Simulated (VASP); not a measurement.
A run of VASP 6.6.1 is set up as follows.

Contents of INCAR:

```
SYSTEM = Hg
ALGO = Normal
EDIFF = 1E-6
EDIFFG = -0.005
ENCUT = 600
GGA = CA
IBRION = 2
ISIF = 3
ISMEAR = -1
LASPH = .True.
LCHARG = .False.
LREAL = .False.
LWAVE = .False.
NELM = 80
NSW = 32
PREC = Accurate
PSTRESS = 3000.0
SIGMA = 0.08
```

File KPOINTS:

```
k-points
0
Gamma
  18 18 17
  0 0 0
```

The input POSCAR:

```
Hg
1.0
    2.4132697099      0.0000000000      0.0000000000
   -1.2066348549      2.0899528749      0.0000000000
    0.0000000000      0.0000000000      2.3283381594
Hg
1
Direct
    0.0000000000      0.0000000000      0.0000000000
```

Potentials or basis: VASP PAW LDA potentials, release 64 (Hg).

Launch:

```sh
$ cat potpaw_LDA.64/Hg/POTCAR > POTCAR
$ mpirun -np 1 vasp_std > vasp.out
```

Estimate the space group after relaxing (to 0.1 Å).

P6/mmm (No. 191).

Predict the band gap on the k mesh.

zero (bands 6 and 7 overlap by 5.00 eV).

The path:
```tsv
step	energy change (eV)	largest force (eV/Å)	pressure (GPa)	volume (Å³)
1	0.0000	0.0000	322.39	11.74
2	-3.7231	0.0000	111.50	14.76
3	-0.4381	0.0000	297.03	11.97
4	-0.3876	0.0000	299.96	11.94
5	-0.3800	0.0000	300.39	11.94
6	-0.3816	0.0000	300.34	11.94
7	-0.3804	0.0000	300.37	11.94
8	-0.3933	0.0000	299.65	11.95
9	-0.3870	0.0000	299.99	11.94
```

Caveat: the cell is relaxed towards a set pressure, so the run minimises the enthalpy, not the energy; spin-orbit coupling is left out, which moves the levels of the heavy elements.
